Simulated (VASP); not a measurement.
**Co: single point with LDA**

Co:

```
Co
1.0
     2.50740    0.00000    0.00000
    -1.25370    2.17147    0.00000
     0.00000    0.00000    4.06990
Co
2
Direct
  0.33333 0.66667 0.25000
  0.66667 0.33333 0.75000
```

| Quantity | Value |
| --- | --- |
| Program | VASP 6.6.1 |
| Task | single point |
| Functional | LDA |
| Potentials or basis | VASP PAW LDA potentials, release 64 (Co_sv) |
| Cutoff | 690 eV |
| k mesh | 9 × 9 × 4 |
| Occupations | gaussian, width 0.1 eV |
| Spin | collinear spin, ferromagnetic start |
| Starting moments | [3.0, 3.0] μB |
| Dipole correction | no |
| Further INCAR settings | ALGO = Normal; EDIFF = 1e-06; NBANDS = 28 |

```json
{
 "Pressure": "-23.8 GPa",
 "Net moment": "3.04 μB per cell",
 "Site moments": "Co +1.55 μB",
 "Valence electrons inside the program's atomic spheres": "Co 15.06"
}
```

Stress tensor (GPa, compression positive):
```
-23.43   0.00   0.00
  0.00 -23.43   0.00
  0.00   0.00 -24.61
```

Levels at points of the mesh, in eV from the Fermi level:
Spin up:
```csv
k point,band 14,band 15,band 16,band 17,band 18,band 19,band 20,band 21,band 22,band 23
"(0.00, 0.00, 0.00)",-2.09,-2.09,-1.73,-1.73,-0.65,-0.65,-0.19,6.17,21.71,23.97
"(0.00, 0.00, 0.50)",-2.46,-2.46,-2.46,-0.95,-0.95,-0.95,-0.95,14.63,14.63,22.39
```
Spin down:
```csv
k point,band 14,band 15,band 16,band 17,band 18,band 19
"(0.00, 0.00, 0.00)",-0.65,-0.65,-0.22,-0.22,-0.05,0.95
"(0.00, 0.00, 0.50)",-1.06,-1.06,-1.06,0.62,0.62,0.62
```

It took 35 s on 1 thread of Intel(R) Xeon(R) Platinum 8488C (Sapphire Rapids) (shared host), peak memory 0.16 GiB.

Caveat: the k points lie up to 0.39 Å⁻¹ apart.
